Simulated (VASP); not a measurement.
A run of VASP 6.6.1 is set up as follows.

POSCAR

```
Sn
1.0
    0.0000000000      3.2855659020      3.2855659020
    3.2855659020      0.0000000000      3.2855659020
    3.2855659020      3.2855659020      0.0000000000
Sn
2
Direct
    0.5000000000      0.5000000000      0.5000000000
    0.7500000000      0.7500000000      0.7500000000
```

File INCAR.step1:

```
PREC = Accurate ; ENCUT = 520
ISMEAR = -1 ; SIGMA = 0.15
LREAL = False ; LASPH = True
NELM = 100 ; NBANDS = 21
GGA = PE ; ALGO = Normal
EDIFF = 1E-4 ; LWAVE = True
LCHARG = False
```

File INCAR.step2:

```
PREC = Accurate ; ENCUT = 520
EDIFF = 1E-6 ; ISMEAR = -1
SIGMA = 0.15 ; LREAL = False
LASPH = True ; NELM = 100
ALGO = Normal ; ISIF = 2
LWAVE = False ; LCHARG = False
METAGGA = R2SCAN ; LMIXTAU = True
NBANDS = 21 ; ISTART = 1
```

KPOINTS

```
regular mesh
0
Gamma
  12 12 12
```

Potentials or basis: VASP PAW PBE potentials, release 64 (Sn_d).

Run with:

```sh
$ cat potpaw_PBE.64/Sn_d/POTCAR > POTCAR
$ cp INCAR.step1 INCAR
$ mpirun -np 1 vasp_std > vasp.out
$ cp INCAR.step2 INCAR
$ mpirun -np 1 vasp_std > vasp.out
```

What does it give for the pressure?

-0.1 GPa.

Estimate the band gap on the k mesh.

zero (filled and empty bands touch).

Caveat: the PAW data sets were made with another functional, which shifts forces and pressure a little; spin-orbit coupling is left out, which moves the levels of the heavy elements.
